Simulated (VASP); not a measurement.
# TaVN2 (P4/mmm) in VASP: settings compared

The runs below take TaVN2 through single point, with LDA, r2SCAN.

Program: VASP 6.6.1. These are calculated values, not measurements. Logs are shortened: lines on timing, memory, paths and dates and some standing lists are left out, and cuts for length are marked.

### Step 1. The cell of the first run

It takes space group P4/mmm (No. 123, tetragonal). Conventional cell: a = 3.090 Å, b = 3.090 Å, c = 4.353 Å, α = 90.00°, β = 90.00°, γ = 90.00°. Within 2.9 Å of Ta (site symmetry 4/mmm) lie 6 N at 2.18 Å. V (site symmetry 4/mmm) has 6 N at 2.18 Å within 2.9 Å. N (site symmetry 4/mmm) has 2 V at 2.18 Å and 4 Ta at 2.18 Å within 2.9 Å. N (site symmetry 4/mmm) has 2 Ta at 2.18 Å and 4 V at 2.18 Å within 2.9 Å.

### Step 2. Single point, LDA, collinear spin, ferromagnetic start

File INCAR:

```
SYSTEM = TaVN2
  PREC = Accurate
  ENCUT = 520
  EDIFF = 1E-6
  ISMEAR = -1
  SIGMA = 0.05
  LREAL = .FALSE.
  LASPH = .TRUE.
  NELM = 150
  ALGO = Normal
  ISIF = 2
  LWAVE = .FALSE.
  LCHARG = .TRUE.
  ISPIN = 2
  MAGMOM = 0 2 0 0
  LORBIT = 11
  LMAXMIX = 4
  LELF = .TRUE.
  LVHAR = .TRUE.
  NBANDS = 29
```

File KPOINTS:

```
Automatic mesh
0
G
  9 9 6
  0 0 0
```

File POSCAR:

```
TaVN2
1.0
    3.0900014315      0.0000000000      0.0000000000
    0.0000000000      3.0900014315      0.0000000000
    0.0000000000      0.0000000000      4.3525956147
Ta V N
1 1 2
Direct
    0.0000000000      0.0000000000      0.0000000000
    0.5000000000      0.5000000000      0.5000000000
    0.5000000000      0.5000000000      0.0000000000
    0.0000000000      0.0000000000      0.5000000000
```

Potentials or basis: VASP PAW LDA potentials, release 64 (Ta_pv, V_sv, N).

Started as:

```bash
$ cat potpaw_LDA.64/Ta_pv/POTCAR potpaw_LDA.64/V_sv/POTCAR potpaw_LDA.64/N/POTCAR > POTCAR
$ mpirun -np 1 vasp_std > vasp.out
```

OUTCAR:

```text
SYSTEM = TaVN2
   PREC = Accurate
   ENCUT = 520
   EDIFF = 1E-6
   ISMEAR = -1
   LREAL = .FALSE.
   LASPH = .TRUE.
   NELM = 150
   ISIF = 2
   ISPIN = 2
   LORBIT = 11

 ion  position               nearest neighbor table
   1  0.000  0.000  0.000-   4 2.18   4 2.18   3 2.18   3 2.18   3 2.18   3 2.18   2 3.08   2 3.08
                             2 3.08   2 3.08   2 3.08   2 3.08   2 3.08   2 3.08
   2  0.500  0.500  0.500-   3 2.18   3 2.18   4 2.18   4 2.18   4 2.18   4 2.18   1 3.08   1 3.08
                             1 3.08   1 3.08   1 3.08   1 3.08   1 3.08   1 3.08
   3  0.500  0.500  0.000-   2 2.18   2 2.18   1 2.18   1 2.18   1 2.18   1 2.18
   4  0.000  0.000  0.500-   1 2.18   1 2.18   2 2.18   2 2.18   2 2.18   2 2.18

  LATTYP: Found a simple tetragonal cell.
 ALAT       =     3.0900014315
 C/A-ratio  =     1.4086063425

  Lattice vectors:

 A1 = (   3.0900014315,   0.0000000000,   0.0000000000)
 A2 = (   0.0000000000,   3.0900014315,   0.0000000000)
 A3 = (   0.0000000000,   0.0000000000,   4.3525956147)

Analysis of symmetry for initial positions (statically):
=====================================================================
 Subroutine PRICEL returns:
 Original cell was already a primitive cell.

 Routine SETGRP: Setting up the symmetry group for a
 simple tetragonal supercell.

 Subroutine GETGRP returns: Found 16 space group operations
 (whereof 16 operations were pure point group operations)
 out of a pool of 16 trial point group operations.

The static configuration has the point symmetry D_4h.

Analysis of symmetry for dynamics (positions and initial velocities):
=====================================================================
 Subroutine PRICEL returns:
 Original cell was already a primitive cell.

 Routine SETGRP: Setting up the symmetry group for a
 simple tetragonal supercell.

 Subroutine GETGRP returns: Found 16 space group operations
 (whereof 16 operations were pure point group operations)
 out of a pool of 16 trial point group operations.

The dynamic configuration has the point symmetry D_4h.

Analysis of structural, dynamic, and magnetic symmetry:
=====================================================================
 Subroutine PRICEL returns:
 Original cell was already a primitive cell.

 Routine SETGRP: Setting up the symmetry group for a
 simple tetragonal supercell.

 Subroutine GETGRP returns: Found 16 space group operations
 (whereof 16 operations were pure point group operations)
 out of a pool of 16 trial point group operations.

The overall configuration has the point symmetry D_4h.

 Subroutine INISYM returns: Found 16 space group operations
 (whereof 16 operations are pure point group operations),
 and found     1 'primitive' translations

----------------------------------------------------------------------------------------

                                     Primitive cell

  volume of cell :      41.5591

  direct lattice vectors                    reciprocal lattice vectors
     3.090001432  0.000000000  0.000000000     0.323624446  0.000000000  0.000000000
     0.000000000  3.090001432  0.000000000     0.000000000  0.323624446  0.000000000
     0.000000000  0.000000000  4.352595615     0.000000000  0.000000000  0.229747968

  length of vectors
     3.090001432  3.090001432  4.352595615     0.323624446  0.323624446  0.229747968

  position of ions in fractional coordinates (direct lattice)
     0.000000000  0.000000000  0.000000000
     0.500000000  0.500000000  0.500000000
     0.500000000  0.500000000  0.000000000
     0.000000000  0.000000000  0.500000000

  ion indices of the primitive-cell ions
   primitive index   ion index
                 1           1
                 2           2
                 3           3
                 4           4

----------------------------------------------------------------------------------------

 KPOINTS: Automatic mesh

Automatic generation of k-mesh.
 Grid dimensions read from file:
 generate k-points for:    9    9    6

 Generating k-lattice:

  Cartesian coordinates                     Fractional coordinates (reciprocal lattice)
     0.035958272  0.000000000  0.000000000     0.111111111  0.000000000  0.000000000
     0.000000000  0.035958272  0.000000000     0.000000000  0.111111111  0.000000000
     0.000000000  0.000000000  0.038291328     0.000000000  0.000000000  0.166666667

  Length of vectors
     0.035958272  0.035958272  0.038291328

  Shift w.r.t. Gamma in fractional coordinates (k-lattice)
     0.000000000  0.000000000  0.000000000

 Subroutine IBZKPT returns following result:
 ===========================================

 Found     60 irreducible k-points:

 Following reciprocal coordinates:
            Coordinates               Weight
  0.000000  0.000000  0.000000      1.000000
  0.111111  0.000000  0.000000      4.000000
  0.222222  0.000000  0.000000      4.000000
  0.333333  0.000000  0.000000      4.000000
  0.444444  0.000000  0.000000      4.000000
  0.111111  0.111111  0.000000      4.000000
[... 16 lines left out ...]
  0.333333  0.111111  0.166667     16.000000
  0.444444  0.111111  0.166667     16.000000
 [... further k-points ...]
   k-points           NKPTS =     60   k-points in BZ     NKDIM =     60   number of bands    NBANDS=     29
   number of dos      NEDOS =    301   number of ions     NIONS =      4
   total plane-waves  NPLWV =  18432
   dimension x,y,z NGX =    24 NGY =   24 NGZ =   32
   dimension x,y,z NGXF=    48 NGYF=   48 NGZF=   64
   ions per type =               1   1   2
   NGX,Y,Z   is equivalent  to a cutoff of  12.91, 12.91, 12.22 a.u.
   NGXF,Y,Z  is equivalent  to a cutoff of  25.82, 25.82, 24.44 a.u.
 SYSTEM =  TaVN2
   PREC   = accura    normal or accurate (medium, high low for compatibility)
   ISTART =      0    job   : 0-new  1-cont  2-samecut
   ICHARG =      2    charge: 1-file 2-atom 10-const
   ISPIN  =      2    spin polarized calculation?
   LNONCOLLINEAR =      F non collinear calculations
   LSORBIT =      F    spin-orbit coupling
   LASPH  =      T    aspherical Exc in radial PAW
   ENCUT  =  520.0 eV  38.22 Ry    6.18 a.u.   5.75  5.75  8.09*2*pi/ulx,y,z
   NELM   =    150;   NELMIN=  2; NELMDL= -5     # of ELM steps
   EDIFF  = 0.1E-05   stopping-criterion for ELM
   LREAL  =      F    real-space projection
   EDIFFG = 0.1E-04   stopping-criterion for IOM
   NSW    =      0    number of steps for IOM
   IBRION =     -1    ionic relax: 0-MD 1-quasi-New 2-CG
   NFREE  =      0    steps in history (QN), initial steepest desc. (CG)
   ISIF   =      2    stress and relaxation
   ISYM   =      2    0-nonsym 1-usesym 2-fastsym
   POTIM  = 0.5000    time-step for ionic-motion
   TEBEG  =    0.0;   TEEND  =   0.0 temperature during run
   PSTRESS=    0.0 pullay stress
   NELECT =      34.0000    total number of electrons
   NUPDOWN=      -1.0000    fix difference up-down
   EMIN   =  10.00;   EMAX   =-10.00  energy-range for DOS
   EFERMI =   0.00;   METHOD = LEGACY
   ISMEAR =    -1;   SIGMA  =   0.05  broadening in eV -4-tet -1-fermi 0-gaus
   EFERMI_NEDOS =   21; number of points for ismear=-14 and -15
   IALGO  =     38    algorithm
   IMIX   =      4    mixing-type and parameters
     AMIX     =   0.40;   BMIX     =  1.00
     AMIX_MAG =   1.60;   BMIX_MAG =  1.00
  volume/ion in A,a.u.               =      10.39        70.11
  Fermi-wavevector in a.u.,A,eV,Ry     =   1.531132  2.893420 31.897017  2.344365
  Thomas-Fermi vector in A             =   2.638519
   LORBIT       =     11    0 simple, 1 ext, 2 COOP (PROOUT), +10 PAW based schemes
   GGA     = CA    functional components
   LHFCALC =     F    Hartree Fock is set to
   AEXX    =    0.0000 exact exchange contribution
   IVDW    =     0    specifies the selected vdW correction
   LEPSILON=     F    determine dielectric tensor
   LRPA    =     F    only Hartree local field effects (RPA)
 spin polarized calculation
  energy-cutoff  :      520.00
  volume of cell :       41.56
 maximum number of plane-waves:      1138
 NGX is ok and might be reduce to    24
   NGX = 11   NGY = 11   NGZ = 17

 number of electron      34.0000008 magnetization       0.0391184

 Free energy of the ion-electron system (eV)
  ---------------------------------------------------
  ext. energy  EPLUGINS =         0.00000000
  ---------------------------------------------------
  free energy    TOTEN  =       -45.33779123 eV

  energy without entropy =      -45.31098234  energy(sigma->0) =      -45.32438679

 E-fermi :   9.4550     XC(G=0): -13.3955

 val. band max:        9.4402155207   @ k =   0.1111   0.1111   0.3333
 cond. band min:       9.4578708896   @ k =   0.3333   0.0000   0.0000
 fundamental gap:      0.0176553689
 Fermi energy:         9.4550424101

 spin component 1

 k-point     1 :       0.0000    0.0000    0.0000
  band No.  band energies     occupation
      1     -54.9423      1.00000
      2     -29.2447      1.00000
      3     -29.1788      1.00000
      4     -29.1788      1.00000
      5     -26.3653      1.00000
      6     -26.1796      1.00000
[... 21 lines left out ...]
     28      19.5123      0.00000
     29      20.7857      0.00000

 k-point     2 :       0.1111    0.0000    0.0000
  band No.  band energies     occupation
      1     -54.9409      1.00000
      2     -29.2415      1.00000
      3     -29.1961      1.00000
      4     -29.1765      1.00000
      5     -26.3622      1.00000
      6     -26.2395      1.00000
[... 21 lines left out ...]
     28      19.5207      0.00000
     29      20.7859      0.00000

 k-point     3 :       0.2222    0.0000    0.0000
  band No.  band energies     occupation
      1     -54.9373      1.00000
      2     -29.2396      1.00000
      3     -29.2333      1.00000
      4     -29.1705      1.00000
      5     -26.3880      1.00000
      6     -26.3545      1.00000
[... 638 lines left out ...]
      5     -26.5372      1.00000
      6     -26.3444      1.00000
[... 21 lines left out ...]
     28      20.1051      0.00000
     29      20.7937      0.00000

 k-point    24 :       0.4444    0.1111    0.1667
  band No.  band energies     occupation
      1     -54.9292      1.00000
      2     -29.3201      1.00000
      3     -29.2210      1.00000
      4     -29.1758      1.00000
      5     -26.6389      1.00000
      6     -26.3364      1.00000
[... 21 lines left out ...]
     28      20.2043      0.00000
     29      20.7897      0.00000

 [... further k-points ...]

 spin component 2

 k-point     1 :       0.0000    0.0000    0.0000
  band No.  band energies     occupation
      1     -54.9073      1.00000
      2     -29.2076      1.00000
      3     -29.1466      1.00000
      4     -29.1466      1.00000
      5     -26.3663      1.00000
      6     -26.1803      1.00000
[... 21 lines left out ...]
     28      19.5160      0.00000
     29      20.7847      0.00000

 k-point     2 :       0.1111    0.0000    0.0000
  band No.  band energies     occupation
      1     -54.9059      1.00000
      2     -29.2043      1.00000
      3     -29.1639      1.00000
      4     -29.1442      1.00000
      5     -26.3633      1.00000
      6     -26.2401      1.00000
[... 21 lines left out ...]
     28      19.5249      0.00000
     29      20.7849      0.00000

 k-point     3 :       0.2222    0.0000    0.0000
  band No.  band energies     occupation
      1     -54.9023      1.00000
      2     -29.2075      1.00000
      3     -29.1961      1.00000
      4     -29.1382      1.00000
      5     -26.3886      1.00000
      6     -26.3556      1.00000
[... 638 lines left out ...]
      5     -26.5377      1.00000
      6     -26.3456      1.00000
[... 21 lines left out ...]
     28      20.1113      0.00000
     29      20.7929      0.00000

 k-point    24 :       0.4444    0.1111    0.1667
  band No.  band energies     occupation
      1     -54.8942      1.00000
      2     -29.2881      1.00000
      3     -29.1836      1.00000
      4     -29.1435      1.00000
      5     -26.6394      1.00000
      6     -26.3376      1.00000
[... 21 lines left out ...]
     28      20.2095      0.00000
     29      20.7932      0.00000

 [... further k-points ...]

------------------------ aborting loop because EDIFF is reached ----------------------------------------

  FORCE on cell =-STRESS in cart. coord.  units (eV):
  Direction    XX          YY          ZZ          XY          YZ          ZX
  --------------------------------------------------------------------------------------
  -------------------------------------------------------------------------------------
  Total       -7.1022647     -7.1022647     -7.7695037      0.0000000      0.0000000     -0.0000000
  in kB     -273.8052418   -273.8052418   -299.5285183      0.0000000      0.0000000     -0.0000000
  external PRESSURE =    -282.3796673 kB  Pullay stress =       0.0000000 kB

 VOLUME and BASIS-vectors are now :
 -----------------------------------------------------------------------------
  energy-cutoff  :      520.00
  volume of cell :       41.56
      direct lattice vectors                 reciprocal lattice vectors
     3.090001432  0.000000000  0.000000000     0.323624446  0.000000000  0.000000000
     0.000000000  3.090001432  0.000000000     0.000000000  0.323624446  0.000000000
     0.000000000  0.000000000  4.352595615     0.000000000  0.000000000  0.229747968

 POSITION                                       TOTAL-FORCE (eV/Angst)
 -----------------------------------------------------------------------------------
      0.00000      0.00000      0.00000         0.000000      0.000000      0.000000
      1.54500      1.54500      2.17630         0.000000      0.000000      0.000000
      1.54500      1.54500      0.00000         0.000000      0.000000      0.000000
      0.00000      0.00000      2.17630         0.000000      0.000000      0.000000
 -----------------------------------------------------------------------------------
    total drift:                                0.000000     -0.000000     -0.000000

  FREE ENERGIE OF THE ION-ELECTRON SYSTEM (eV)
  ---------------------------------------------------
  free  energy   TOTEN  =       -45.3377912333 eV

  energy  without entropy=      -45.3109823376  energy(sigma->0) =      -45.32438679

 total charge

# of ion       s       p       d       tot
------------------------------------------
    1        0.287   6.239   2.358   8.884
    2        2.196   6.192   3.114  11.502
    3        1.217   2.485   0.000   3.702
    4        1.218   2.437   0.000   3.656
--------------------------------------------------
tot          4.919  17.353   5.472  27.743

 magnetization (x)

# of ion       s       p       d       tot
------------------------------------------
    1        0.000  -0.000  -0.002  -0.002
    2        0.000   0.000   0.038   0.038
    3        0.000   0.001   0.000   0.001
    4       -0.000   0.000   0.000   0.000
--------------------------------------------------
tot          0.000   0.001   0.036   0.037
```

Run time: 2.3 min. Hardware: 1 thread of Intel Xeon 8259CL, shared host; peak memory 0.23 GiB.

Results:

| Item | Value |
| --- | --- |
| Free energy | -45.3378 eV |
| Pressure | -28.2 GPa |
| Band gap on the k mesh | zero (filled and empty bands overlap) |
| Net moment | 0.04 μB per cell |
| Site moments | Ta -0.00; V +0.04; N +0.00 μB |
| Valence electrons inside the program's atomic spheres | Ta 8.88; V 11.50; N 3.70, 3.66 |

Caveat: the cell stands under tension; the moments typed at the start vanished in this run; spin-orbit coupling is left out, which moves the levels of the heavy elements. With open d or f shells a metallic result of LDA can be an artefact of self-interaction; +U or a hybrid may open a gap.

(Part 1 of 2 ends here.)

The gap in the log of VASP goes by the Fermi energy; the results here count the filled bands.